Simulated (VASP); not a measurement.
# FeO: single point with BLYP+D4

Crystal: FeO.

```
Fe O
1.0
     2.85978    0.00000    0.00000
    -1.42989    2.47664    0.00000
     0.00000    0.00000    2.76401
Fe O
1 1
Direct
  0.00000 0.00000 0.00000
  0.66667 0.33333 0.50000
```

- Program: VASP 6.6.1
- Task: single point
- Functional: BLYP
- Dispersion: D4
- Potentials or basis: VASP PAW PBE potentials, release 64 (Fe_sv, O)
- Cutoff: 700 eV
- k mesh: 10 × 10 × 9
- Occupations: fermi-dirac, width 0.05 eV
- Spin: collinear spin, ferromagnetic start
- Starting moments: [3.0, 0.0] μB
- Dipole correction: no
- Further INCAR settings: ALGO = Normal; EDIFF = 1e-06; NBANDS = 22

```
Pressure                                              : -1.1 GPa
Band gap on the k mesh                                : zero (filled and empty bands overlap)
Net moment                                            : 3.99 μB per cell
Site moments                                          : Fe +3.44; O +0.37 μB
Valence electrons inside the program's atomic spheres : Fe 13.63; O 5.00
Dispersion energy per atom                            : -0.462 eV
```

Stress tensor (GPa, compression positive):
```
-1.03  0.00  0.00
 0.00 -1.03  0.00
 0.00  0.00 -1.34
```

Levels at points of the mesh, in eV from the Fermi level:
Spin up:
```csv
k point,band 10,band 11,band 12,band 13,band 14,band 15,band 16,band 17
"(0.00, 0.00, 0.00)",-2.59,-2.59,-0.95,-0.95,0.83,14.74,16.16,16.16
"(0.50, 0.00, 0.00)",-2.75,-1.97,-1.95,-0.43,5.68,8.70,14.94,16.90
```
Spin down:
```csv
k point,band 7,band 8,band 9,band 10,band 11,band 12
"(0.00, 0.00, 0.00)",-3.45,-3.00,-1.89,1.29,1.29,1.49
"(0.50, 0.00, 0.00)",-3.72,-3.23,-1.50,1.07,1.14,1.39
```

Wall time 62 s on 1 thread of AMD EPYC 9R45 (Zen 5), on a shared host, peak memory 0.17 GiB.

Caveat: the PAW data sets were made with another functional, which shifts forces and pressure a little; a cell with one magnetic atom can't hold antiferromagnetic order, which such compounds often take; semilocal functionals often make such compounds metallic where correlation or magnetic order opens a gap, which also shifts bond lengths. With open d or f shells a metallic result of BLYP can be an artefact of self-interaction; +U or a hybrid may open a gap.
